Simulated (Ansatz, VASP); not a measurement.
**MgO: VASP beside Ansatz**

Contents of INCAR:

```
  PREC = Accurate
  ENCUT = 520
  EDIFF = 1E-7
  ISMEAR = 0
  SIGMA = 0.01
  LREAL = F
  LASPH = T
  NELM = 80
  ALGO = Normal
  ISIF = 2
  LWAVE = F
  LCHARG = F
  GGA = CA
  NBANDS = 11
```

The input KPOINTS:

```
Automatic mesh
0
Gamma
  10 10 10
```

POSCAR

```
MgO
1.0
    2.0717114473      2.0717114473      0.0000000000
   -2.0717114473      2.0717114473      0.0000000000
    0.0000000000      2.0717114473      2.0717114473
Mg O
1 1
Direct
    0.0000000000      0.0000000000      0.0000000000
    0.5000000000      0.5000000000      0.0000000000
```

Input for Ansatz:

```yaml
crystal:
  lattice:
    - [2.07171144731, 2.07171144731, 0.0]
    - [-2.07171144731, 2.07171144731, 0.0]
    - [0.0, 2.07171144731, 2.07171144731]
  atoms:
    - { symbol: Mg, position: [0.0, 0.0, 0.0] }
    - { symbol: O, position: [0.5, 0.5, 0.0] }
kpoints:
  mp_grid: { grid: [10, 10, 10] }
scf:
  occupations: { method: fixed }
  convergence: { dr2_threshold: 1.0e-10 }
hamiltonian:
  xc: lda
  pseudopotentials: { kind: all_electron, lapw: { basis_error: 0.0005 } }
output:
  forces: true
  stress: true
  eigenstates:
    kpoints:
      - [0.0, 0.0, 0.0]
      - [-0.5, -0.5, -0.5]
      - [-0.5, 0.5, 0.0]
      - [0.0, 0.0, -0.5]
      - [0.0, -0.5, -0.5]
      - [0.0, 0.5, 0.0]
      - [-0.5, 0.0, 0.0]
      - [-0.5, 0.0, -0.5]
  eigenvalues: true
```

Alike in both runs: task single point; functional LDA; k mesh 10 × 10 × 10; no spin polarisation.

|  | VASP | Ansatz |
| --- | --- | --- |
| version | VASP 6.6.1 | Ansatz 0.2.0 |
| potentials or method | VASP PAW LDA potentials, release 64 (Mg, O), cutoff 520 eV | all-electron LAPW, scalar-relativistic |
| occupations | gaussian, width 0.01 eV | fixed |

|  | VASP | Ansatz | Ansatz less VASP |
| --- | --- | --- | --- |
| gap on the k mesh at the Fermi level (eV) | 5.15 | 5.15 | 0.000 |
| pressure (GPa) | 0.3 | 2.3 | +1.96 |

LDA's correlation is that of Perdew and Zunger in VASP and of Perdew and Wang (1992) in Ansatz. Ansatz ran all-electron here, and VASP with PAW potentials.
